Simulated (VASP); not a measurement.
# InSb3 (Pm-3m) in VASP: a series of runs

InSb3 is run at these levels: LDA; tasks: single point.

Everything below comes from runs of VASP 6.6.1. Logs are shortened: lines on timing, memory, paths and dates and some standing lists are left out, and cuts for length are marked.

## 1. The cell of the first run

Symmetry: Pm-3m, No. 221, cubic system. Conventional cell: a = 4.838 Å, b = 4.838 Å, c = 4.838 Å, α = 90.00°, β = 90.00°, γ = 90.00°. Sb (site symmetry 4/mmm) has 8 Sb at 3.42 Å and 4 In at 3.42 Å within 4.5 Å. In (site symmetry m-3m) has 12 Sb at 3.42 Å within 4.5 Å.

## 2. Single point, LDA (volume scaled by 1.02)

INCAR reads:

```
PREC = Accurate
ENCUT = 520
EDIFF = 1E-6
ISMEAR = -1
SIGMA = 0.05
LREAL = F
LASPH = T
NELM = 100
ALGO = Normal
ISIF = 2
LWAVE = F
LCHARG = F
GGA = CA
NBANDS = 22
```

KPOINTS reads:

```
Automatic mesh
0
Gamma
  6 6 6
```

POSCAR reads:

```
InSb3
1.0
    4.8381981727      0.0000000000      0.0000000000
    0.0000000000      4.8381981727      0.0000000000
    0.0000000000      0.0000000000      4.8381981727
Sb In
3 1
Direct
    0.5000000000      0.5000000000      0.0000000000
    0.0000000000      0.5000000000      0.5000000000
    0.5000000000      0.0000000000      0.5000000000
    0.0000000000      0.0000000000      0.0000000000
```

Potentials or basis: VASP PAW LDA potentials, release 64 (Sb, In_d).

Command:

```bash
> cat potpaw_LDA.64/Sb/POTCAR potpaw_LDA.64/In_d/POTCAR > POTCAR
> mpirun -np 1 vasp_std > vasp.out
```

OUTCAR:

```text
PREC = Accurate
   ENCUT = 520
   EDIFF = 1E-6
   ISMEAR = -1
   LREAL = F
   LASPH = T
   NELM = 100
   ISIF = 2
   GGA = CA

 ion  position               nearest neighbor table
   1  0.500  0.500  0.000-   2 3.42   3 3.42   4 3.42   2 3.42   3 3.42   3 3.42   4 3.42   3 3.42
                             2 3.42   4 3.42   2 3.42   4 3.42
   2  0.000  0.500  0.500-   1 3.42   3 3.42   4 3.42   1 3.42   4 3.42   3 3.42   4 3.42   4 3.42
                             1 3.42   3 3.42   1 3.42   3 3.42
   3  0.500  0.000  0.500-   1 3.42   2 3.42   4 3.42   1 3.42   4 3.42   1 3.42   2 3.42   1 3.42
                             2 3.42   4 3.42   4 3.42   2 3.42
   4  0.000  0.000  0.000-   1 3.42   2 3.42   3 3.42   2 3.42   3 3.42   1 3.42   2 3.42   2 3.42
                             1 3.42   3 3.42   3 3.42   1 3.42

  LATTYP: Found a simple cubic cell.
 ALAT       =     4.8381981727

  Lattice vectors:

 A1 = (   4.8381981727,   0.0000000000,   0.0000000000)
 A2 = (   0.0000000000,   4.8381981727,   0.0000000000)
 A3 = (   0.0000000000,   0.0000000000,   4.8381981727)

Analysis of symmetry for initial positions (statically):
=====================================================================
 Subroutine PRICEL returns:
 Original cell was already a primitive cell.

 Routine SETGRP: Setting up the symmetry group for a
 simple cubic supercell.

 Subroutine GETGRP returns: Found 48 space group operations
 (whereof 48 operations were pure point group operations)
 out of a pool of 48 trial point group operations.

The static configuration has the point symmetry O_h .

Analysis of symmetry for dynamics (positions and initial velocities):
=====================================================================
 Subroutine PRICEL returns:
 Original cell was already a primitive cell.

 Routine SETGRP: Setting up the symmetry group for a
 simple cubic supercell.

 Subroutine GETGRP returns: Found 48 space group operations
 (whereof 48 operations were pure point group operations)
 out of a pool of 48 trial point group operations.

The dynamic configuration has the point symmetry O_h .

 Subroutine INISYM returns: Found 48 space group operations
 (whereof 48 operations are pure point group operations),
 and found     1 'primitive' translations

----------------------------------------------------------------------------------------

                                     Primitive cell

  volume of cell :     113.2533
[... 87 lines left out ...]
   NELM   =    100;   NELMIN=  2; NELMDL= -5     # of ELM steps
   EDIFF  = 0.1E-05   stopping-criterion for ELM
   LREAL  =      F    real-space projection
   EDIFFG = 0.1E-04   stopping-criterion for IOM
   NSW    =      0    number of steps for IOM
   IBRION =     -1    ionic relax: 0-MD 1-quasi-New 2-CG
   NFREE  =      0    steps in history (QN), initial steepest desc. (CG)
   ISIF   =      2    stress and relaxation
   ISYM   =      2    0-nonsym 1-usesym 2-fastsym
   POTIM  = 0.5000    time-step for ionic-motion
   TEBEG  =    0.0;   TEEND  =   0.0 temperature during run
   PSTRESS=    0.0 pullay stress
   NELECT =      28.0000    total number of electrons
   NUPDOWN=      -1.0000    fix difference up-down
   EMIN   =  10.00;   EMAX   =-10.00  energy-range for DOS
   EFERMI =   0.00;   METHOD = LEGACY
   ISMEAR =    -1;   SIGMA  =   0.05  broadening in eV -4-tet -1-fermi 0-gaus
   EFERMI_NEDOS =   21; number of points for ismear=-14 and -15
   IALGO  =     38    algorithm
   IMIX   =      4    mixing-type and parameters
     AMIX     =   0.40;   BMIX     =  1.00
     AMIX_MAG =   1.60;   BMIX_MAG =  1.00
  volume/ion in A,a.u.               =      28.31       191.07
  Fermi-wavevector in a.u.,A,eV,Ry     =   1.027489  1.941673 14.364129  1.055734
  Thomas-Fermi vector in A             =   2.161437
   LORBIT       =      0    0 simple, 1 ext, 2 COOP (PROOUT), +10 PAW based schemes
   GGA     = CA    functional components
   LHFCALC =     F    Hartree Fock is set to
   AEXX    =    0.0000 exact exchange contribution
   IVDW    =     0    specifies the selected vdW correction
   LEPSILON=     F    determine dielectric tensor
   LRPA    =     F    only Hartree local field effects (RPA)
 non-spin polarized calculation
  energy-cutoff  :      520.00
  volume of cell :      113.25
 maximum number of plane-waves:      3112
 NGX is ok and might be reduce to    36
   NGX = 17   NGY = 17   NGZ = 17

 number of electron      27.9999997 magnetization

 Free energy of the ion-electron system (eV)
  ---------------------------------------------------
  ext. energy  EPLUGINS =         0.00000000
  ---------------------------------------------------
  free energy    TOTEN  =       -16.84849288 eV

  energy without entropy =      -16.82578951  energy(sigma->0) =      -16.83714120

 E-fermi :   7.4365     XC(G=0): -10.1541

 val. band max:        7.4211707000   @ k =   0.1667   0.0000   0.0000
 cond. band min:       7.4372708129   @ k =   0.5000   0.3333   0.0000
 fundamental gap:      0.0161001130
 Fermi energy:         7.4364980883

 k-point     1 :       0.0000    0.0000    0.0000
  band No.  band energies     occupation
      1      -7.0088      2.00000
      2      -7.0088      2.00000
      3      -6.9943      2.00000
      4      -6.9943      2.00000
      5      -6.9943      2.00000
      6      -4.6210      2.00000
[... 489 lines left out ...]
     21      13.5930      0.00000
     22      15.5873      0.00000

------------------------ aborting loop because EDIFF is reached ----------------------------------------

  FORCE on cell =-STRESS in cart. coord.  units (eV):
  Direction    XX          YY          ZZ          XY          YZ          ZX
  --------------------------------------------------------------------------------------
  -------------------------------------------------------------------------------------
  Total       -3.2602096     -3.2602096     -3.2602096      0.0000000     -0.0000000      0.0000000
  in kB      -46.1216822    -46.1216822    -46.1216822      0.0000000     -0.0000000      0.0000000
  external PRESSURE =     -46.1216822 kB  Pullay stress =       0.0000000 kB

 VOLUME and BASIS-vectors are now :
 -----------------------------------------------------------------------------
  energy-cutoff  :      520.00
  volume of cell :      113.25
      direct lattice vectors                 reciprocal lattice vectors
     4.838198173  0.000000000  0.000000000     0.206688516  0.000000000  0.000000000
     0.000000000  4.838198173  0.000000000     0.000000000  0.206688516  0.000000000
     0.000000000  0.000000000  4.838198173     0.000000000  0.000000000  0.206688516

 POSITION                                       TOTAL-FORCE (eV/Angst)
 -----------------------------------------------------------------------------------
      2.41910      2.41910      0.00000         0.000000      0.000000      0.000000
      0.00000      2.41910      2.41910         0.000000      0.000000      0.000000
      2.41910      0.00000      2.41910         0.000000      0.000000      0.000000
      0.00000      0.00000      0.00000         0.000000      0.000000      0.000000
 -----------------------------------------------------------------------------------
    total drift:                               -0.000000     -0.000000     -0.000000

  FREE ENERGIE OF THE ION-ELECTRON SYSTEM (eV)
  ---------------------------------------------------
  free  energy   TOTEN  =       -16.8484928785 eV

  energy  without entropy=      -16.8257895133  energy(sigma->0) =      -16.83714120
```

Wall time 27 s (1 thread of Intel Xeon 6455B, shared host); peak memory 0.2 GiB.

Results:

- Free energy: -16.8485 eV
- Pressure: -4.6 GPa
- Band gap on the k mesh: zero (band 14 reaches 10.77 eV, above the bottom of band 15 at 6.36 eV)

Caveat: spin-orbit coupling is left out, which moves the levels of the heavy elements.

## 3. Single point, LDA (volume scaled by 1.04)

INCAR reads:

```
SYSTEM = InSb3
PREC     = Accurate       ! precision mode
ENCUT    = 520            ! plane-wave cutoff, eV
EDIFF    = 1E-7           ! SCF threshold, eV
ISMEAR   = -1             ! smearing method
SIGMA    = 0.05           ! smearing width, eV
LREAL    = .FALSE.        ! projectors in reciprocal space
LASPH    = .TRUE.         ! aspherical terms in the spheres
NELM     = 100            ! most SCF steps
ALGO     = Normal         ! electronic algorithm
ISIF     = 2              ! what is computed and relaxed
LWAVE    = .FALSE.        ! write WAVECAR
LCHARG   = .TRUE.         ! write CHGCAR
GGA      = CA             ! functional
LELF     = .TRUE.         ! ELF
LVHAR    = .TRUE.       
NBANDS   = 22             ! bands
```

KPOINTS reads:

```
Automatic mesh
0
G
  6 6 6
  0 0 0
```

POSCAR reads:

```
InSb3
1.0
    4.8696159243      0.0000000000      0.0000000000
    0.0000000000      4.8696159243      0.0000000000
    0.0000000000      0.0000000000      4.8696159243
Sb In
3 1
Direct
    0.5000000000      0.5000000000      0.0000000000
    0.0000000000      0.5000000000      0.5000000000
    0.5000000000      0.0000000000      0.5000000000
    0.0000000000      0.0000000000      0.0000000000
```

Potentials or basis: VASP PAW LDA potentials, release 64 (Sb, In_d).

Command:

```bash
> cat potpaw_LDA.64/Sb/POTCAR potpaw_LDA.64/In_d/POTCAR > POTCAR
> mpirun -np 1 vasp_std > vasp.out
```

Wall time 36 s (1 thread of Intel Xeon 6455B, shared host); peak memory 0.2 GiB.

It converged, with:

| Quantity | Value |
| --- | --- |
| Free energy | -16.7797 eV |
| Pressure | -5.3 GPa |
| Band gap on the k mesh | zero (band 14 reaches 10.45 eV, above the bottom of band 15 at 6.15 eV) |

Levels at points of the mesh, in eV from the Fermi level:
```
           k point  band 12  band 13  band 14  band 15  band 16  band 17
(0.00, 0.00, 0.00)    -3.69     0.39     0.39     0.39     1.63     1.63
(0.50, 0.00, 0.00)    -1.99    -1.99    -1.03    -0.78     1.72     2.02
(0.50, 0.50, 0.00)    -1.64    -1.27    -1.05    -1.05    -0.59     1.08
(0.50, 0.50, 0.50)    -4.74    -4.74     3.24     3.24     3.30     3.30
```

Caveat: spin-orbit coupling is left out, which moves the levels of the heavy elements.
